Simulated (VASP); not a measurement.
Here is a VASP 6.6.1 calculation.

The input INCAR:

```
PREC = Accurate ; ENCUT = 520
EDIFF = 1E-7 ; ISMEAR = 0
SIGMA = 0.1 ; LREAL = False
LASPH = True ; NELM = 80
ALGO = Normal ; ISIF = 2
LWAVE = False ; LCHARG = True
GGA = PE ; LELF = True
LVHAR = True ; NBANDS = 18
```

KPOINTS

```
regular mesh
0
Gamma
  14 14 14
```

Contents of POSCAR:

```
ZnCu
1.0
    3.0588344767      0.0000000000      0.0000000000
    0.0000000000      3.0588344767      0.0000000000
    0.0000000000      0.0000000000      3.0588344767
Zn Cu
1 1
Direct
    0.5000000000      0.5000000000      0.5000000000
    0.0000000000      0.0000000000      0.0000000000
```

Potentials or basis: VASP PAW PBE potentials, release 64 (Zn, Cu).

Run with:

```console
$ cat potpaw_PBE.64/Zn/POTCAR potpaw_PBE.64/Cu/POTCAR > POTCAR
$ mpirun -np 1 vasp_std > vasp.out
```

Problem. Estimate the band gap on the k mesh.

Solution. Zero (an odd number of electrons rules out a gap without spin polarisation).

Problem. Predict the pressure.

Solution. -8.2 GPa.

Caveat: the cell stands under tension.
